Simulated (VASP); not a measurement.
# Sr3SiTe (P4mm) in VASP: a series of runs, part 2 of 2

VASP 6.6.1. The steps go on from the part before.

### 4 Single point, PBE

This run uses another cell than the first one, of 43.84 Å³/atom.

Input file INCAR:

```
SYSTEM = Sr3SiTe
PREC = Accurate ; ENCUT = 520
EDIFF = 1E-6 ; ISMEAR = 0
SIGMA = 0.1 ; LREAL = .FALSE.
LASPH = .TRUE. ; NELM = 80
ALGO = Fast ; ISIF = 2
LWAVE = .FALSE. ; LCHARG = .FALSE.
GGA = PE ; NBANDS = 28
```

Input file KPOINTS:

```
regular mesh
0
G
  6 6 6
  0 0 0
```

Input file POSCAR:

```
Sr3SiTe
1.0
    5.9554682584      0.0000000000      0.0000000000
    0.0000000000      5.9554682584      0.0000000000
    0.0000000000      0.0000000000      6.1806115769
Sr Si Te
3 1 1
Direct
    0.5000000000      0.0000000000      0.9370531419
    0.0000000000      0.5000000000      0.9370531419
    0.0000000000      0.0000000000      0.4880386621
    0.0000000000      0.0000000000      0.0064331933
    0.5000000000      0.5000000000      0.6314218608
```

Potentials or basis: VASP PAW PBE potentials, release 64 (Sr_sv, Si, Te).

On the command line:

```
$ cat potpaw_PBE.64/Sr_sv/POTCAR potpaw_PBE.64/Si/POTCAR potpaw_PBE.64/Te/POTCAR > POTCAR
$ mpirun -np 1 vasp_std > vasp.out
```

OUTCAR:

```text
SYSTEM = Sr3SiTe
   PREC = Accurate
   ENCUT = 520
   EDIFF = 1E-6
   ISMEAR = 0
   LREAL = .FALSE.
   LASPH = .TRUE.
   NELM = 80
   ISIF = 2
   GGA = PE

 ion  position               nearest neighbor table
   1  0.500  0.000  0.937-   4 3.01   4 3.01   5 3.53   5 3.53   3 4.07   3 4.07   2 4.21   2 4.21
                             2 4.21   2 4.21   3 4.52   3 4.52
   2  0.000  0.500  0.937-   4 3.01   4 3.01   5 3.53   5 3.53   3 4.07   3 4.07   1 4.21   1 4.21
                             1 4.21   1 4.21   3 4.52   3 4.52
   3  0.000  0.000  0.488-   4 2.98   4 3.20   2 4.07   1 4.07   2 4.07   1 4.07   5 4.30   5 4.30
                             5 4.30   5 4.30   1 4.52   2 4.52   1 4.52   2 4.52
   4  0.000  0.000  0.006-   3 2.98   2 3.01   1 3.01   2 3.01   1 3.01   3 3.20
   5  0.500  0.500  0.631-   1 3.53   2 3.53   1 3.53   2 3.53   3 4.30   3 4.30   3 4.30   3 4.30

  LATTYP: Found a simple tetragonal cell.
 ALAT       =     5.9554682584
 C/A-ratio  =     1.0378044696

  Lattice vectors:

 A1 = (   5.9554682584,   0.0000000000,   0.0000000000)
 A2 = (   0.0000000000,   5.9554682584,   0.0000000000)
 A3 = (   0.0000000000,   0.0000000000,   6.1806115769)

Analysis of symmetry for initial positions (statically):
=====================================================================
 Subroutine PRICEL returns:
 Original cell was already a primitive cell.

 Routine SETGRP: Setting up the symmetry group for a
 simple tetragonal supercell.

 Subroutine GETGRP returns: Found  8 space group operations
 (whereof  8 operations were pure point group operations)
 out of a pool of 16 trial point group operations.

The static configuration has the point symmetry C_4v.

Analysis of symmetry for dynamics (positions and initial velocities):
=====================================================================
 Subroutine PRICEL returns:
 Original cell was already a primitive cell.

 Routine SETGRP: Setting up the symmetry group for a
 simple tetragonal supercell.

 Subroutine GETGRP returns: Found  8 space group operations
 (whereof  8 operations were pure point group operations)
 out of a pool of 16 trial point group operations.

The dynamic configuration has the point symmetry C_4v.

 Subroutine INISYM returns: Found  8 space group operations
 (whereof  8 operations are pure point group operations),
 and found     1 'primitive' translations

----------------------------------------------------------------------------------------

                                     Primitive cell

  volume of cell :     219.2115

  direct lattice vectors                    reciprocal lattice vectors
     5.955468258  0.000000000  0.000000000     0.167912909  0.000000000  0.000000000
     0.000000000  5.955468258  0.000000000     0.000000000  0.167912909  0.000000000
     0.000000000  0.000000000  6.180611577     0.000000000  0.000000000  0.161796286

  length of vectors
     5.955468258  5.955468258  6.180611577     0.167912909  0.167912909  0.161796286

  position of ions in fractional coordinates (direct lattice)
     0.500000000  0.000000000  0.937053142
     0.000000000  0.500000000  0.937053142
     0.000000000  0.000000000  0.488038662
     0.000000000  0.000000000  0.006433193
     0.500000000  0.500000000  0.631421861

[... 36 lines left out ...]
  0.000000  0.000000  0.000000      1.000000
  0.166667  0.000000  0.000000      4.000000
  0.333333  0.000000  0.000000      4.000000
  0.500000  0.000000  0.000000      2.000000
  0.166667  0.166667  0.000000      4.000000
  0.333333  0.166667  0.000000      8.000000
[... 16 lines left out ...]
  0.333333  0.000000  0.333333      8.000000
  0.500000  0.000000  0.333333      4.000000
 [... further k-points ...]
   k-points           NKPTS =     40   k-points in BZ     NKDIM =     40   number of bands    NBANDS=     28
   number of dos      NEDOS =    301   number of ions     NIONS =      5
   total plane-waves  NPLWV = 110592
   dimension x,y,z NGX =    48 NGY =   48 NGZ =   48
   dimension x,y,z NGXF=    96 NGYF=   96 NGZF=   96
[... 19 lines left out ...]
   ISIF   =      2    stress and relaxation
   ISYM   =      2    0-nonsym 1-usesym 2-fastsym
   POTIM  = 0.5000    time-step for ionic-motion
   TEBEG  =    0.0;   TEEND  =   0.0 temperature during run
   PSTRESS=    0.0 pullay stress
   NELECT =      40.0000    total number of electrons
   NUPDOWN=      -1.0000    fix difference up-down
   EMIN   =  10.00;   EMAX   =-10.00  energy-range for DOS
   EFERMI =   0.00;   METHOD = LEGACY
   ISMEAR =     0;   SIGMA  =   0.10  broadening in eV -4-tet -1-fermi 0-gaus
   EFERMI_NEDOS =   21; number of points for ismear=-14 and -15
   IALGO  =     68    algorithm
   IMIX   =      4    mixing-type and parameters
     AMIX     =   0.40;   BMIX     =  1.00
     AMIX_MAG =   1.60;   BMIX_MAG =  1.00
  volume/ion in A,a.u.               =      43.84       295.86
  Fermi-wavevector in a.u.,A,eV,Ry     =   0.928554  1.754712 11.731108  0.862212
  Thomas-Fermi vector in A             =   2.054743
   LORBIT       =      0    0 simple, 1 ext, 2 COOP (PROOUT), +10 PAW based schemes
   GGA     = PE    functional components
   LHFCALC =     F    Hartree Fock is set to
   AEXX    =    0.0000 exact exchange contribution
   IVDW    =     0    specifies the selected vdW correction
   LEPSILON=     F    determine dielectric tensor
   LRPA    =     F    only Hartree local field effects (RPA)
 non-spin polarized calculation
 RMM-DIIS sequential band-by-band and
 Gauss-broadening in eV      SIGMA  =   0.10
  energy-cutoff  :      520.00
  volume of cell :      219.21
 maximum number of plane-waves:      5956
 NGX is ok and might be reduce to    48
   NGX = 23   NGY = 23   NGZ = 23

 number of electron      40.0000000 magnetization

 Free energy of the ion-electron system (eV)
  ---------------------------------------------------
  ext. energy  EPLUGINS =         0.00000000
  ---------------------------------------------------
  free energy    TOTEN  =       -16.77033295 eV

  energy without entropy =      -16.76890686  energy(sigma->0) =      -16.76961990

 E-fermi :   2.3280     XC(G=0):  -7.5252

 val. band max:        2.3098790188   @ k =   0.0000   0.0000   0.0000
 cond. band min:       2.4067490988   @ k =   0.0000   0.0000   0.1667
 fundamental gap:      0.0968700800
 Fermi energy:         2.3279761269

 k-point     1 :       0.0000    0.0000    0.0000
  band No.  band energies     occupation
      1     -34.1579      2.00000
      2     -33.4786      2.00000
      3     -33.4663      2.00000
      4     -16.2484      2.00000
      5     -16.2484      2.00000
      6     -15.9951      2.00000
[... 733 lines left out ...]
     27       5.2590      0.00000
     28       5.3299      0.00000

 [... further k-points ...]

------------------------ aborting loop because EDIFF is reached ----------------------------------------

  FORCE on cell =-STRESS in cart. coord.  units (eV):
  Direction    XX          YY          ZZ          XY          YZ          ZX
  --------------------------------------------------------------------------------------
  -------------------------------------------------------------------------------------
  Total        0.0544137      0.0544137      0.0655934      0.0000000      0.0000000     -0.0000000
  in kB        0.3977000      0.3977000      0.4794107      0.0000000      0.0000000     -0.0000000
  external PRESSURE =       0.4249369 kB  Pullay stress =       0.0000000 kB

 VOLUME and BASIS-vectors are now :
 -----------------------------------------------------------------------------
  energy-cutoff  :      520.00
  volume of cell :      219.21
      direct lattice vectors                 reciprocal lattice vectors
     5.955468258  0.000000000  0.000000000     0.167912909  0.000000000  0.000000000
     0.000000000  5.955468258  0.000000000     0.000000000  0.167912909  0.000000000
     0.000000000  0.000000000  6.180611577     0.000000000  0.000000000  0.161796286

 POSITION                                       TOTAL-FORCE (eV/Angst)
 -----------------------------------------------------------------------------------
      2.97773      0.00000      5.79156         0.000000     -0.000000     -0.001964
      0.00000      2.97773      5.79156        -0.000000      0.000000     -0.001964
      0.00000      0.00000      3.01638        -0.000000     -0.000000     -0.003324
      0.00000      0.00000      0.03976        -0.000000     -0.000000      0.008126
      2.97773      2.97773      3.90257        -0.000000     -0.000000     -0.000875
 -----------------------------------------------------------------------------------
    total drift:                                0.000000      0.000000     -0.000822

  FREE ENERGIE OF THE ION-ELECTRON SYSTEM (eV)
  ---------------------------------------------------
  free  energy   TOTEN  =       -16.7703329487 eV

  energy  without entropy=      -16.7689068555  energy(sigma->0) =      -16.76961990
```

OSZICAR:

```text
N       E                     dE             d eps       ncg     rms          rms(c)
DAV:   1     0.238591851695E+03    0.23859E+03   -0.17543E+04  2240   0.119E+03
DAV:   2     0.174021509270E+01   -0.23685E+03   -0.23229E+03  2744   0.268E+02
DAV:   3    -0.180709344003E+02   -0.19811E+02   -0.19733E+02  3472   0.612E+01
[... 13 lines left out ...]
RMM:  17    -0.167703212891E+02   -0.91558E-05   -0.10705E-04  3485   0.254E-02    0.786E-03
RMM:  18    -0.167703282846E+02   -0.69955E-05   -0.66680E-05  3279   0.175E-02    0.428E-03
RMM:  19    -0.167703311617E+02   -0.28771E-05   -0.22960E-05  3040   0.118E-02    0.589E-03
RMM:  20    -0.167703327439E+02   -0.15822E-05   -0.10813E-05  2809   0.911E-03    0.316E-03
RMM:  21    -0.167703329487E+02   -0.20476E-06   -0.42805E-06  2487   0.633E-03
   1 F= -.16770333E+02 E0= -.16769620E+02  d E =-.142609E-02
```

stdout:

```text
POSCAR found type information on POSCAR SrSiTe
 POSCAR found :  3 types and       5 ions
 scaLAPACK will be used
 LDA part: xc-table for (Slater+PW92), standard interpolation
 POSCAR, INCAR and KPOINTS ok, starting setup
 FFT: planning ... GRIDC
 FFT: planning ... GRID_SOFT
 FFT: planning ... GRID
 WAVECAR not read
 entering main loop
WARNING in EDDRMM: call to ZHEGV failed, returncode =   8  4     14
WARNING in EDDRMM: call to ZHEGV failed, returncode =   6  3     18
```

Run time: 4.6 min. Hardware: 1 thread of Intel Xeon Platinum 8488C (Sapphire Rapids), shared host; peak memory 0.47 GiB.

Results:

| Item | Value |
| --- | --- |
| Free energy | -16.7703 eV |
| Pressure | 0.0 GPa |
| Largest force | 0.008 eV/Å |
| Band gap on the k mesh | zero (filled and empty bands touch) |

Forces in eV/Å, atoms in the order of the input:
```
Sr   0.000  0.000 -0.002
Sr   0.000  0.000 -0.002
Sr   0.000  0.000 -0.003
Si   0.000  0.000  0.008
Te   0.000  0.000 -0.001
```

Caveat: semilocal functionals underestimate gaps, and a narrow one can read as zero; spin-orbit coupling is left out, which moves the levels of the heavy elements.

### 5 Relaxation of cell and atoms, PBE

Input file INCAR:

```
ALGO     = Fast           # electronic algorithm
EDIFF    = 1E-7           # SCF threshold, eV
EDIFFG   = -0.04          # ionic threshold
ENCUT    = 600            # plane-wave cutoff, eV
GGA      = PE             # functional
IBRION   = 2              # ionic algorithm
ISIF     = 3              # what is computed and relaxed
ISMEAR   = 0              # smearing method
LASPH    = T              # aspherical terms in the spheres
LCHARG   = F              # write CHGCAR
LREAL    = F              # projectors in reciprocal space
LWAVE    = F              # write WAVECAR
NELM     = 60             # most SCF steps
NSW      = 90             # ionic steps
PREC     = Accurate       # precision mode
SIGMA    = 0.1            # smearing width, eV
```

Input file KPOINTS:

```
k-points
0
Gamma
  4 4 4
```

Input file POSCAR:

```
Sr3SiTe
1.0
    5.3461026000      0.0000000000      0.0000000000
    0.0000000000      5.3461026000      0.0000000000
    0.0000000000      0.0000000000      5.1922970100
Sr Si Te
3 1 1
Direct
    0.5000000000      0.0000000000      0.9572292000
    0.0000000000      0.5000000000      0.9572292000
    0.0000000000      0.0000000000      0.5566590000
    0.0000000000      0.0000000000      0.0281081300
    0.5000000000      0.5000000000      0.5007744700
```

On the command line:

```
$ cat potpaw_PBE.64/Sr_sv/POTCAR potpaw_PBE.64/Si/POTCAR potpaw_PBE.64/Te/POTCAR > POTCAR
$ mpirun -np 1 vasp_std > vasp.out
```

Run time: 37 min. Hardware: 1 thread of Intel Xeon Platinum 8488C (Sapphire Rapids), shared host; peak memory 0.38 GiB.

Results (log left out):

* Free energy: -16.7590 eV
* Relaxed volume: 43.91 Å³/atom
* Relaxed cell: a = 5.949 Å, b = 5.949 Å, c = 6.203 Å, α = 90.00°, β = 90.00°, γ = 90.00°
* Space group after relaxing (to 0.1 Å): P4mm (No. 99)
* Energy gained by relaxing: 619.3 meV/atom
* Ionic steps: 23
* Pressure after relaxing: 0.0 GPa
* Largest force after relaxing: 0.019 eV/Å
* Band gap on the k mesh: zero (filled and empty bands touch)

Forces in eV/Å, atoms in the order of the input:
```
Sr   0.000  0.000  0.012
Sr   0.000  0.000  0.012
Sr   0.000  0.000 -0.007
Si   0.000  0.000  0.001
Te   0.000  0.000 -0.019
```

Stress tensor (GPa, compression positive):
```
 0.07  0.00  0.00
 0.00  0.07  0.00
 0.00  0.00 -0.05
```

The path:
| step | energy change (eV) | largest force (eV/Å) | pressure (GPa) | volume (Å³) |
| --- | --- | --- | --- | --- |
| 1 | 0.0000 | 4.5866 | 15.31 | 148.40 |
| 2 | -2.5451 | 1.7449 | -0.90 | 217.94 |
| 3 | -2.6263 | 1.3945 | 0.64 | 203.25 |
| 4 | -2.6379 | 1.4370 | 0.48 | 204.46 |
| 5 | -2.7415 | 0.6935 | -0.18 | 210.03 |
| 6 | -2.7542 | 0.5312 | -0.45 | 212.86 |
| 7 | -2.8026 | 0.4847 | -0.16 | 210.52 |
| 8 | -2.8623 | 0.5854 | 0.85 | 203.56 |
| 9 | -2.8944 | 0.4413 | 0.56 | 206.01 |
| 10 | -2.9280 | 0.2348 | -0.09 | 212.03 |
| 11 | -2.9427 | 0.2447 | -0.07 | 211.94 |
| 12 | -2.9522 | 0.2580 | 0.02 | 211.71 |
| 13 | -2.9641 | 0.2627 | 0.05 | 211.79 |
| 14 | -2.9988 | 0.2784 | 0.16 | 212.04 |
| 15 | -3.0478 | 0.4758 | 0.46 | 212.52 |
| 16 | -2.9340 | 0.8353 | 1.50 | 213.43 |
| 17 | -3.0528 | 0.5337 | 0.58 | 212.65 |
| 18 | -3.0725 | 0.4203 | 0.33 | 215.57 |
| 19 | -3.0873 | 0.2282 | -0.10 | 221.16 |
| 20 | -3.0907 | 0.1739 | -0.02 | 220.36 |
| 21 | -3.0938 | 0.0456 | 0.22 | 217.96 |
| 22 | -3.0941 | 0.0396 | 0.17 | 218.46 |
| 23 | -3.0963 | 0.0194 | 0.03 | 219.53 |

Final structure:
```
Sr Si Te
1.0
     5.94886    0.00000    0.00000
     0.00000    5.94886    0.00000
     0.00000    0.00000    6.20345
Sr Si Te
3 1 1
Direct
  0.50000 0.00000 0.93593
  0.00000 0.50000 0.93593
  0.00000 0.00000 0.48787
  0.00000 0.00000 0.00723
  0.50000 0.50000 0.63304
```

Levels at points of the mesh, in eV from the Fermi level:
```tsv
k point	band 18	band 19	band 20	band 21	band 22	band 23
(0.00, 0.00, 0.00)	-0.53	-0.13	-0.01	-0.01	0.45	0.94
(0.50, 0.00, 0.00)	-1.50	-0.50	-0.33	0.97	1.12	1.29
(0.50, 0.50, 0.00)	-1.07	-1.07	-0.68	1.19	1.24	1.29
(0.00, 0.00, 0.50)	-1.73	-0.29	-0.29	0.92	1.16	1.19
(0.50, 0.00, 0.50)	-1.35	-1.23	-0.54	1.22	1.35	1.59
(0.50, 0.50, 0.50)	-1.95	-1.53	-1.53	1.65	1.74	1.77
```

Caveat: the volume moved by over 15 % at a fixed basis, so the end points are rough; semilocal functionals underestimate gaps, and a narrow one can read as zero; spin-orbit coupling is left out, which moves the levels of the heavy elements.

### 6 Relaxation of cell and atoms, PBE

This run uses another cell than the first one, of 43.46 Å³/atom.

Input file INCAR:

```
SYSTEM = Sr3SiTe
PREC = Accurate
ENCUT = 600
EDIFF = 1E-6
ISMEAR = 0
SIGMA = 0.1
LREAL = .FALSE.
LASPH = .TRUE.
NELM = 80
ALGO = Fast
ISIF = 3
LWAVE = .FALSE.
LCHARG = .FALSE.
GGA = PE
IBRION = 2
NSW = 100
EDIFFG = -0.01
```

Input file KPOINTS:

```
regular mesh
0
G
  6 6 6
  0 0 0
```

Input file POSCAR:

```
Sr3SiTe
1.0
    5.9451276704      0.0000000000      0.0000000000
    0.0000000000      5.9451276704      0.0000000000
    0.0000000000      0.0000000000      6.1476410978
Sr Si Te
3 1 1
Direct
    0.5000000000      0.0000000000      0.9381383279
    0.0000000000      0.5000000000      0.9381383279
    0.0000000000      0.0000000000      0.4884771312
    0.0000000000      0.0000000000      0.0055148427
    0.5000000000      0.5000000000      0.6297313703
```

Potentials or basis: VASP PAW PBE potentials, release 64 (Sr_sv, Si, Te).

On the command line:

```
$ cat potpaw_PBE.64/Sr_sv/POTCAR potpaw_PBE.64/Si/POTCAR potpaw_PBE.64/Te/POTCAR > POTCAR
$ mpirun -np 1 vasp_std > vasp.out
```

It took 15 min on 1 thread of Intel Xeon Platinum 8488C (Sapphire Rapids), shared host; peak memory 0.54 GiB.

It converged, with:

| Item | Value |
| --- | --- |
| Free energy | -16.7703 eV |
| Relaxed volume | 43.94 Å³/atom |
| Relaxed cell | a = 5.957 Å, b = 5.957 Å, c = 6.191 Å, α = 90.00°, β = 90.00°, γ = 90.00° |
| Space group after relaxing (to 0.1 Å) | P4mm (No. 99) |
| Energy gained by relaxing | 0.4 meV/atom |
| Ionic steps | 9 |
| Pressure after relaxing | 0.0 GPa |
| Largest force after relaxing | 0.007 eV/Å |
| Band gap on the k mesh | zero (filled and empty bands touch) |

Forces on the atoms (eV/Å):
```
Sr   0.000  0.000  0.003
Sr   0.000  0.000  0.003
Sr   0.000  0.000 -0.001
Si   0.000  0.000 -0.007
Te   0.000  0.000  0.002
```

Step by step:
```tsv
step	energy change (eV)	largest force (eV/Å)	pressure (GPa)	volume (Å³)
1	0.0000	0.0312	0.23	217.29
2	-0.0016	0.0212	0.01	219.22
3	-0.0016	0.0201	-0.01	219.43
4	-0.0017	0.0190	0.00	219.43
5	-0.0018	0.0168	0.00	219.46
6	-0.0019	0.0118	0.00	219.50
7	-0.0019	0.0146	0.00	219.55
8	-0.0020	0.0114	0.00	219.62
9	-0.0020	0.0075	0.00	219.72
```

Final structure:
```cif
data_structure
_symmetry_space_group_name_H-M 'P 1'
_symmetry_Int_Tables_number 1
_cell_length_a 5.9574
_cell_length_b 5.9574
_cell_length_c 6.1909
_cell_angle_alpha 90.000
_cell_angle_beta 90.000
_cell_angle_gamma 90.000
_cell_volume 219.72
loop_
_atom_site_label
_atom_site_type_symbol
_atom_site_fract_x
_atom_site_fract_y
_atom_site_fract_z
_atom_site_occupancy
Sr1 Sr 0.50000 0.00000 0.93643 1
Sr2 Sr 0.00000 0.50000 0.93643 1
Sr3 Sr 0.00000 0.00000 0.48819 1
Si1 Si 0.00000 0.00000 0.00726 1
Te1 Te 0.50000 0.50000 0.63170 1
```

Levels at points of the mesh, in eV from the Fermi level:
| k point | band 18 | band 19 | band 20 | band 21 | band 22 | band 23 |
| --- | --- | --- | --- | --- | --- | --- |
| (0.00, 0.00, 0.00) | -0.53 | -0.14 | -0.02 | -0.02 | 0.44 | 0.93 |
| (0.50, 0.00, 0.00) | -1.51 | -0.50 | -0.35 | 0.97 | 1.11 | 1.29 |
| (0.50, 0.50, 0.00) | -1.08 | -1.08 | -0.69 | 1.19 | 1.23 | 1.29 |
| (0.00, 0.00, 0.50) | -1.74 | -0.31 | -0.31 | 0.91 | 1.15 | 1.18 |
| (0.50, 0.00, 0.50) | -1.37 | -1.24 | -0.56 | 1.22 | 1.34 | 1.58 |
| (0.50, 0.50, 0.50) | -1.96 | -1.54 | -1.54 | 1.65 | 1.73 | 1.76 |

Caveat: semilocal functionals underestimate gaps, and a narrow one can read as zero; spin-orbit coupling is left out, which moves the levels of the heavy elements.

### 7 Summary

| task | cell | k mesh | cutoff (eV) | gap on the mesh (eV) | pressure (GPa) | relaxed volume (Å³/atom) | largest force (eV/Å) |
| --- | --- | --- | --- | --- | --- | --- | --- |
| single point | a = 5.346, b = 5.346, c = 5.192 Å, 5 atoms, atomic positions A | 4 × 4 × 4 | 520 | none | 15.3 | - | 4.57 |
| single point | a = 5.945, b = 5.945, c = 6.148 Å, 5 atoms, atomic positions B | 4 × 4 × 4 | 520 | none | 0.2 | - | 0.02 |
| single point | a = 5.955, b = 5.955, c = 6.181 Å, 5 atoms, atomic positions C | 6 × 6 × 6 | 520 | none | 0.0 | - | 0.01 |
| relaxation of cell and atoms | relaxed from a = 5.346, b = 5.346, c = 5.192 Å, 5 atoms, atomic positions A | 4 × 4 × 4 | 600 | none | 0.0 | 43.91 | 0.02 |
| relaxation of cell and atoms | relaxed from a = 5.945, b = 5.945, c = 6.148 Å, 5 atoms, atomic positions B | 6 × 6 × 6 | 600 | none | 0.0 | 43.94 | 0.01 |

Alike in all rows: level PBE; potentials or basis VASP PAW PBE potentials, release 64 (Sr_sv, Si, Te); no spin polarisation; smearing gaussian 0.1 eV.

Caveats: semilocal functionals underestimate gaps, and a narrow one can read as zero; spin-orbit coupling is left out, which moves the levels of the heavy elements; the cell stands under pressure (at least some runs); forces of over 1 eV/Å act on the atoms, so gaps and moduli don't describe the material at rest (at least some runs); the volume moved by over 15 % at a fixed basis, so the end points are rough (at least some runs).

Absolute energies hang on the potentials; compare differences alone.

The gap in the log of VASP goes by the Fermi energy; the results here count the filled bands.